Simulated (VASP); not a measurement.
Runs of VASP 6.6.1 on InSb. The structure is that of space group F-43m (No. 216), or close to it. The cells are those of the table. 

```csv
task,level,cell,cutoff (eV),gap on the mesh (eV),pressure (GPa),relaxed volume (Å³/atom)
relaxation of cell and atoms,r2SCAN,"relaxed from a = 4.581 Å, angles 60.0°, 2 atoms",600,-,0.0,35.25
relaxation of the atoms,r2SCAN,"atoms relaxed from a = 4.668 Å, angles 60.0°, 2 atoms",520,none,-0.8,-
relaxation of the atoms,r2SCAN,"atoms relaxed from a = 4.543 Å, angles 60.0°, 2 atoms",520,0.40,3.1,-
relaxation of cell and atoms,PBEsol,"relaxed from a = 4.581 Å, angles 60.0°, 2 atoms",600,none,0.0,(a)
relaxation of the atoms,r2SCAN,"atoms relaxed from a = 4.728 Å, angles 60.0°, 2 atoms",520,none,-2.2,-
```

Alike in all rows: potentials or basis VASP PAW PBE potentials, release 64 (In_d, Sb); no spin polarisation; k mesh 9 × 9 × 9; smearing fermi-dirac 0.1 eV.

Task: Fill in the values left out.

Result: (a) 34.67.

Caveats: the PAW data sets were made with another functional, which shifts forces and pressure a little; spin-orbit coupling is left out, which moves the levels of the heavy elements; the relaxation stopped at its first step, so nothing moved (at least some runs); semilocal functionals underestimate gaps, so a narrow gap can read as zero (at least some runs).

A k mesh can miss the band edges, and the runs leave out spin-orbit coupling on In, Sb.

A gap of «none» marks levels without a gap at the run's occupations.
